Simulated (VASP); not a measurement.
# Nb (Im-3m) in VASP: a series of runs

The runs below take Nb through single point, with PBE.

All numbers are computed with VASP 6.6.1; they aren't measurements. Logs are shortened: lines on timing, memory, paths and dates and some standing lists are left out, and cuts for length are marked.

## (1) The cell of the first run

The structure is cubic, space group Im-3m (No. 229). The conventional cell has a = 3.110 Å, b = 3.110 Å, c = 3.110 Å, α = 90.00°, β = 90.00°, γ = 90.00°. Within 3.6 Å of Nb (site symmetry m-3m) lie 14 Nb at 2.69 to 3.11 Å.

## (2) Single point, PBE

INCAR

```
SYSTEM = Nb
  PREC = Accurate
  ENCUT = 520
  EDIFF = 1E-6
  ISMEAR = -1
  SIGMA = 0.1
  LREAL = .False.
  LASPH = .True.
  NELM = 80
  ALGO = Normal
  ISIF = 2
  LWAVE = .False.
  LCHARG = .False.
  GGA = PE
  NBANDS = 12
```

KPOINTS

```
Automatic mesh
0
Gamma
  20 20 20
  0 0 0
```

POSCAR

```
Nb
1.0
   -1.5549839034      1.5549839034      1.5549839034
    1.5549839034     -1.5549839034      1.5549839034
    1.5549839034      1.5549839034     -1.5549839034
Nb
1
Direct
    0.0000000000      0.0000000000      0.0000000000
```

Potentials or basis: VASP PAW PBE potentials, release 64 (Nb_sv).

Run with:

```console
$ cat potpaw_PBE.64/Nb_sv/POTCAR > POTCAR
$ mpirun -np 1 vasp_std > vasp.out
```

OUTCAR:

```text
SYSTEM = Nb
   PREC = Accurate
   ENCUT = 520
   EDIFF = 1E-6
   ISMEAR = -1
   LREAL = .False.
   LASPH = .True.
   NELM = 80
   ISIF = 2
   GGA = PE

 ion  position               nearest neighbor table
   1  0.000  0.000  0.000-

  LATTYP: Found a body centered cubic cell.
 ALAT       =     3.1099678068

  Lattice vectors:

 A1 = (  -1.5549839034,   1.5549839034,   1.5549839034)
 A2 = (   1.5549839034,  -1.5549839034,   1.5549839034)
 A3 = (   1.5549839034,   1.5549839034,  -1.5549839034)

Analysis of symmetry for initial positions (statically):
=====================================================================
 Subroutine PRICEL returns:
 Original cell was already a primitive cell.

 Routine SETGRP: Setting up the symmetry group for a
 body centered cubic supercell.

 Subroutine GETGRP returns: Found 48 space group operations
 (whereof 48 operations were pure point group operations)
 out of a pool of 48 trial point group operations.

The static configuration has the point symmetry O_h .

Analysis of symmetry for dynamics (positions and initial velocities):
=====================================================================
 Subroutine PRICEL returns:
 Original cell was already a primitive cell.

 Routine SETGRP: Setting up the symmetry group for a
 body centered cubic supercell.

 Subroutine GETGRP returns: Found 48 space group operations
 (whereof 48 operations were pure point group operations)
 out of a pool of 48 trial point group operations.

The dynamic configuration has the point symmetry O_h .

 Subroutine INISYM returns: Found 48 space group operations
 (whereof 48 operations are pure point group operations),
 and found     1 'primitive' translations

----------------------------------------------------------------------------------------

                                     Primitive cell

  volume of cell :      15.0396

  direct lattice vectors                    reciprocal lattice vectors
    -1.554983903  1.554983903  1.554983903     0.000000000  0.321546737  0.321546737
     1.554983903 -1.554983903  1.554983903     0.321546737  0.000000000  0.321546737
     1.554983903  1.554983903 -1.554983903     0.321546737  0.321546737  0.000000000

  length of vectors
     2.693311126  2.693311126  2.693311126     0.454735756  0.454735756  0.454735756

  position of ions in fractional coordinates (direct lattice)
     0.000000000  0.000000000  0.000000000

  ion indices of the primitive-cell ions
   primitive index   ion index
                 1           1

----------------------------------------------------------------------------------------

 KPOINTS: Automatic mesh

Automatic generation of k-mesh.
 Grid dimensions read from file:
 generate k-points for:   20   20   20

 Generating k-lattice:

  Cartesian coordinates                     Fractional coordinates (reciprocal lattice)
     0.000000000  0.016077337  0.016077337     0.050000000  0.000000000  0.000000000
     0.016077337  0.000000000  0.016077337     0.000000000  0.050000000  0.000000000
     0.016077337  0.016077337  0.000000000     0.000000000  0.000000000  0.050000000

  Length of vectors
     0.022736788  0.022736788  0.022736788

  Shift w.r.t. Gamma in fractional coordinates (k-lattice)
     0.000000000  0.000000000  0.000000000

 Subroutine IBZKPT returns following result:
 ===========================================

 Found    256 irreducible k-points:

 Following reciprocal coordinates:
            Coordinates               Weight
  0.000000  0.000000  0.000000      1.000000
  0.050000  0.000000  0.000000     12.000000
  0.100000  0.000000  0.000000     12.000000
  0.150000  0.000000  0.000000     12.000000
  0.200000  0.000000  0.000000     12.000000
  0.250000  0.000000  0.000000     12.000000
[... 16 lines left out ...]
  0.200000  0.100000 -0.000000     48.000000
  0.250000  0.100000  0.000000     48.000000
 [... further k-points ...]
   k-points           NKPTS =    256   k-points in BZ     NKDIM =    256   number of bands    NBANDS=     12
   number of dos      NEDOS =    301   number of ions     NIONS =      1
   total plane-waves  NPLWV =   8000
   dimension x,y,z NGX =    20 NGY =   20 NGZ =   20
   dimension x,y,z NGXF=    40 NGYF=   40 NGZF=   40
   ions per type =               1
   NGX,Y,Z   is equivalent  to a cutoff of  12.35, 12.35, 12.35 a.u.
   NGXF,Y,Z  is equivalent  to a cutoff of  24.69, 24.69, 24.69 a.u.
 SYSTEM =  Nb
   PREC   = accura    normal or accurate (medium, high low for compatibility)
   ISTART =      0    job   : 0-new  1-cont  2-samecut
   ICHARG =      2    charge: 1-file 2-atom 10-const
   ISPIN  =      1    spin polarized calculation?
   LNONCOLLINEAR =      F non collinear calculations
   LSORBIT =      F    spin-orbit coupling
   LASPH  =      T    aspherical Exc in radial PAW
   ENCUT  =  520.0 eV  38.22 Ry    6.18 a.u.   5.01  5.01  5.01*2*pi/ulx,y,z
   NELM   =     80;   NELMIN=  2; NELMDL= -5     # of ELM steps
   EDIFF  = 0.1E-05   stopping-criterion for ELM
   LREAL  =      F    real-space projection
   EDIFFG = 0.1E-04   stopping-criterion for IOM
   NSW    =      0    number of steps for IOM
   IBRION =     -1    ionic relax: 0-MD 1-quasi-New 2-CG
   NFREE  =      0    steps in history (QN), initial steepest desc. (CG)
   ISIF   =      2    stress and relaxation
   ISYM   =      2    0-nonsym 1-usesym 2-fastsym
   POTIM  = 0.5000    time-step for ionic-motion
   TEBEG  =    0.0;   TEEND  =   0.0 temperature during run
   PSTRESS=    0.0 pullay stress
   NELECT =      13.0000    total number of electrons
   NUPDOWN=      -1.0000    fix difference up-down
   EMIN   =  10.00;   EMAX   =-10.00  energy-range for DOS
   EFERMI =   0.00;   METHOD = LEGACY
   ISMEAR =    -1;   SIGMA  =   0.10  broadening in eV -4-tet -1-fermi 0-gaus
   EFERMI_NEDOS =   21; number of points for ismear=-14 and -15
   IALGO  =     38    algorithm
   IMIX   =      4    mixing-type and parameters
     AMIX     =   0.40;   BMIX     =  1.00
     AMIX_MAG =   1.60;   BMIX_MAG =  1.00
  volume/ion in A,a.u.               =      15.04       101.49
  Fermi-wavevector in a.u.,A,eV,Ry     =   1.559469  2.946969 33.088597  2.431943
  Thomas-Fermi vector in A             =   2.662823
   LORBIT       =      0    0 simple, 1 ext, 2 COOP (PROOUT), +10 PAW based schemes
   GGA     = PE    functional components
   LHFCALC =     F    Hartree Fock is set to
   AEXX    =    0.0000 exact exchange contribution
   IVDW    =     0    specifies the selected vdW correction
   LEPSILON=     F    determine dielectric tensor
   LRPA    =     F    only Hartree local field effects (RPA)
 non-spin polarized calculation
  energy-cutoff  :      520.00
  volume of cell :       15.04
 maximum number of plane-waves:       420
   NGX =  9   NGY =  9   NGZ =  9

 number of electron      13.0000000 magnetization

 Free energy of the ion-electron system (eV)
  ---------------------------------------------------
  ext. energy  EPLUGINS =         0.00000000
  ---------------------------------------------------
  free energy    TOTEN  =        -9.86790135 eV

  energy without entropy =       -9.82741748  energy(sigma->0) =       -9.84765941

 E-fermi :  13.9344     XC(G=0): -13.4616

 val. band max:       13.9158430668   @ k =  -0.4000   0.5000   0.2000
 cond. band min:      13.9349466551   @ k =   0.3500   0.2500   0.0500
 fundamental gap:      0.0191035884
 Fermi energy:        13.9344160370

 k-point     1 :       0.0000    0.0000    0.0000
  band No.  band energies     occupation
      1     -40.3526      2.00000
      2     -15.1231      2.00000
      3     -15.1231      2.00000
      4     -15.1231      2.00000
      5       7.7381      2.00000
      6      14.1634      0.18397
      7      14.1634      0.18397
      8      14.1634      0.18397
      9      17.7114      0.00000
     10      17.7114      0.00000
     11      28.5640      0.00000
     12      28.5640      0.00000

 k-point     2 :       0.0500    0.0000    0.0000
  band No.  band energies     occupation
      1     -40.3410      2.00000
      2     -15.1868      2.00000
      3     -15.1417      2.00000
      4     -15.1239      2.00000
      5       7.8680      2.00000
      6      14.0785      0.38292
      7      14.1444      0.21824
      8      14.2886      0.05628
      9      17.5656      0.00000
     10      17.7081      0.00000
     11      28.6826      0.00000
     12      28.7849      0.00000

 k-point     3 :       0.1000    0.0000    0.0000
  band No.  band energies     occupation
      1     -40.3072      2.00000
      2     -15.3692      2.00000
      3     -15.1951      2.00000
      4     -15.1263      2.00000
      5       8.2382      2.00000
      6      13.8419      1.43204
      7      14.0688      0.41362
      8      14.6605      0.00140
      9      17.2452      0.00000
     10      17.7053      0.00000
     11      28.9998      0.00000
     12      29.4279      0.00000
[... 286 lines left out ...]
 k-point    23 :       0.2000    0.1000   -0.0000
  band No.  band energies     occupation
      1     -40.0866      2.00000
      2     -16.4103      2.00000
      3     -15.5066      2.00000
      4     -15.2166      2.00000
      5      10.1502      2.00000
      6      12.7240      1.99999
      7      13.3403      1.99476
      8      16.6924      0.00000
      9      17.7099      0.00000
     10      18.2894      0.00000
     11      29.7909      0.00000
     12      31.6310      0.00000

 k-point    24 :       0.2500    0.1000    0.0000
  band No.  band energies     occupation
      1     -40.0130      2.00000
      2     -16.7191      2.00000
      3     -15.6343      2.00000
      4     -15.2259      2.00000
      5      10.2802      2.00000
      6      12.3808      2.00000
      7      13.7409      1.74771
      8      16.9609      0.00000
      9      18.4548      0.00000
     10      18.9228      0.00000
     11      28.9554      0.00000
     12      31.3628      0.00000

 [... further k-points ...]

------------------------ aborting loop because EDIFF is reached ----------------------------------------

  FORCE on cell =-STRESS in cart. coord.  units (eV):
  Direction    XX          YY          ZZ          XY          YZ          ZX
  --------------------------------------------------------------------------------------
  -------------------------------------------------------------------------------------
  Total        4.1897945      4.1897945      4.1897945     -0.0000000      0.0000000      0.0000000
  in kB      446.3398094    446.3398094    446.3398094     -0.0000000      0.0000000      0.0000000
  external PRESSURE =     446.3398094 kB  Pullay stress =       0.0000000 kB

 VOLUME and BASIS-vectors are now :
 -----------------------------------------------------------------------------
  energy-cutoff  :      520.00
  volume of cell :       15.04
      direct lattice vectors                 reciprocal lattice vectors
    -1.554983903  1.554983903  1.554983903     0.000000000  0.321546737  0.321546737
     1.554983903 -1.554983903  1.554983903     0.321546737  0.000000000  0.321546737
     1.554983903  1.554983903 -1.554983903     0.321546737  0.321546737  0.000000000

 POSITION                                       TOTAL-FORCE (eV/Angst)
 -----------------------------------------------------------------------------------
      0.00000      0.00000      0.00000         0.000000      0.000000     -0.000000
 -----------------------------------------------------------------------------------
    total drift:                                0.000000     -0.000000      0.000000

  FREE ENERGIE OF THE ION-ELECTRON SYSTEM (eV)
  ---------------------------------------------------
  free  energy   TOTEN  =        -9.8679013485 eV

  energy  without entropy=       -9.8274174810  energy(sigma->0) =       -9.84765941
```

It took 56 s on 1 thread of Intel Xeon 8259CL, shared host; peak memory 0.16 GiB.

Results:

```yaml
Free_energy: -9.8679 eV
Pressure: 44.6 GPa
Band_gap_on_the_k_mesh: zero (an odd number of electrons rules out a gap without spin polarisation)
```

Caveat: the cell stands under pressure.

## (3) Single point, PBE

This run uses another cell than the first one, of 15.82 Å³/atom.

INCAR

```
SYSTEM = Nb
PREC = Accurate ; ENCUT = 520
EDIFF = 1E-6 ; ISMEAR = -1
SIGMA = 0.1 ; LREAL = .FALSE.
LASPH = .TRUE. ; NELM = 60
ALGO = Normal ; ISIF = 2
LWAVE = .FALSE. ; LCHARG = .FALSE.
GGA = PE ; NBANDS = 12
```

KPOINTS

```
regular mesh
0
G
  20 20 20
  0 0 0
```

POSCAR

```
Nb
1.0
   -1.5814315327      1.5814315327      1.5814315327
    1.5814315327     -1.5814315327      1.5814315327
    1.5814315327      1.5814315327     -1.5814315327
Nb
1
Direct
    0.0000000000      0.0000000000      0.0000000000
```

Potentials or basis: VASP PAW PBE potentials, release 64 (Nb_sv).

Run with:

```console
$ cat potpaw_PBE.64/Nb_sv/POTCAR > POTCAR
$ mpirun -np 1 vasp_std > vasp.out
```

Wall time 57 s (1 thread of Intel Xeon 8259CL, shared host); peak memory 0.16 GiB.

The run converged. Its results:

```yaml
Free_energy: -10.0482 eV
Pressure: 29.6 GPa
Band_gap_on_the_k_mesh: zero (an odd number of electrons rules out a gap without spin polarisation)
```

Levels at points of the mesh, in eV from the Fermi level:
```tsv
k point	band 3	band 4	band 5	band 6	band 7	band 8	band 9	band 10
(0.00, 0.00, 0.00)	-29.23	-29.23	-6.16	0.28	0.28	0.28	3.64	3.64
(0.50, 0.00, 0.00)	-29.85	-29.26	-4.33	-2.12	3.01	3.77	4.56	7.47
(0.50, 0.50, 0.50)	-30.58	-30.58	-4.57	-4.57	6.52	6.52	6.52	10.25
```

Caveat: the cell stands under pressure.

(Part 1 of 3 ends here.)
